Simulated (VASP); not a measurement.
AgCl: single point with PBE

The system is AgCl.

```
Ag Cl
1.0
     0.00000    2.79152    2.79152
     2.79152    0.00000    2.79152
     2.79152    2.79152    0.00000
Ag Cl
1 1
Cartesian
  2.7915 2.7915 2.7915
  0.0000 0.0000 0.0000
```

This cell differs from its parent crystal: volume scaled by 1.02.

```yaml
Program: VASP 6.6.1
Task: single point
Functional: PBE
Potentials_or_basis: VASP PAW PBE potentials, release 64 (Ag, Cl)
Cutoff: 520 eV
k_mesh: 8 × 8 × 8
Occupations: fermi-dirac, width 0.02 eV
Spin: no spin polarisation
Dipole_correction: no
Further_INCAR_settings: ALGO = Normal; EDIFF = 1e-06; NBANDS = 16
```

| Item | Value |
| --- | --- |
| Pressure | 0.5 GPa |
| Band gap on the k mesh | 0.91 eV, indirect (least direct gap 3.12 eV) |

Levels at points of the mesh, in eV from the valence-band top:
```csv
k point,band 5,band 6,band 7,band 8,band 9,band 10,band 11,band 12,band 13,band 14
"(0.00, 0.00, 0.00)",-2.32,-2.32,-2.24,-2.24,-2.24,0.91,10.86,10.86,10.86,12.41
"(0.50, 0.00, 0.00)",-2.01,-2.01,-1.71,0.00,0.00,4.30,6.43,7.71,7.71,13.51
"(0.50, 0.50, 0.00)",-2.67,-2.14,-1.90,-1.90,-1.83,2.41,8.05,8.57,11.41,11.41
```

It took 9.1 s on 1 thread of Intel(R) Xeon(R) 6975P-C (Granite Rapids) (shared host), peak memory 0.17 GiB.

 A k mesh can miss the band edges.
